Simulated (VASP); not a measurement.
Here is a VASP 6.6.1 calculation.

INCAR

```
PREC = Accurate
ENCUT = 600
EDIFF = 1E-6
ISMEAR = 0
SIGMA = 0.02
LREAL = F
LASPH = T
NELM = 120
ALGO = Normal
ISIF = 2
LWAVE = F
LCHARG = F
GGA = PE
NBANDS = 35
GGA_COMPAT = F
```

The input KPOINTS:

```
regular mesh
0
Gamma
  6 6 8
```

POSCAR

```
SnO2
1.0
    4.8271903440      0.0000000000      0.0000000000
    0.0000000000      4.8271903440      0.0000000000
    0.1457168513      0.0000000000      3.2381522517
Sn O
2 4
Direct
    0.5000000000      0.5000000000      0.5000000000
    0.0000000000      0.0000000000      0.0000000000
    0.1945152801      0.8074877307      0.4947676213
    0.8054847199      0.1925122693      0.5052323787
    0.3054847199      0.3074877307      0.0052323787
    0.6945152801      0.6925122693     -0.0052323787
```

Potentials or basis: VASP PAW PBE potentials, release 64 (Sn_d, O).

The run is started by

```bash
$ cat potpaw_PBE.64/Sn_d/POTCAR potpaw_PBE.64/O/POTCAR > POTCAR
$ mpirun -np 1 vasp_std > vasp.out
```

Task: Predict the largest force.

Result: 0.017 eV/Å.

Task: Estimate the pressure.

Result: 0.5 GPa.

Task: What does it give for the band gap on the k mesh?

Result: 0.65 eV.

Stress tensor (GPa, compression positive):
```
 0.34  0.00 -3.82
 0.00  0.50  0.00
-3.82  0.00  0.60
```

Caveat: the cell differs from its parent crystal (shear of c along a, cell held: +4.5 %, then relaxed in part); spin-orbit coupling is left out, which moves the levels of the heavy elements.
